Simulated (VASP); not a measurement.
Runs of VASP 6.6.1 on GePt. The structure is that of space group Pm-3m (No. 221), or close to it. The cells are those of the table. 

| task | cell | k mesh | cutoff (eV) | gap on the mesh (eV) | pressure (GPa) |
| --- | --- | --- | --- | --- | --- |
| single point | a = 3.158 Å, 2 atoms | 18 × 18 × 18 | 520 | none | 0.0 |
| relaxation of cell and atoms | relaxed from a = 3.199 Å, 2 atoms | 6 × 6 × 6 | 600 | none | 0.0 |
| single point | a = 3.162 Å, 2 atoms | 6 × 6 × 6 | 520 | none | 0.3 |
| single point | a = 3.199 Å, 2 atoms | 6 × 6 × 6 | 520 | none | (a) |

Alike in all rows: level r2SCAN; potentials or basis VASP PAW PBE potentials, release 64 (Ge_d, Pt); no spin polarisation; smearing gaussian 0.1 eV.

**Question.** Estimate the missing entries.

**Answer.** (a) -4.9.

Caveats: the PAW data sets were made with another functional, which shifts forces and pressure a little; spin-orbit coupling is left out, which moves the levels of the heavy elements; the cell stands under tension (at least some runs).

A k mesh can miss the band edges, and the runs leave out spin-orbit coupling on Ge, Pt.

A gap of «none» marks levels without a gap at the run's occupations.
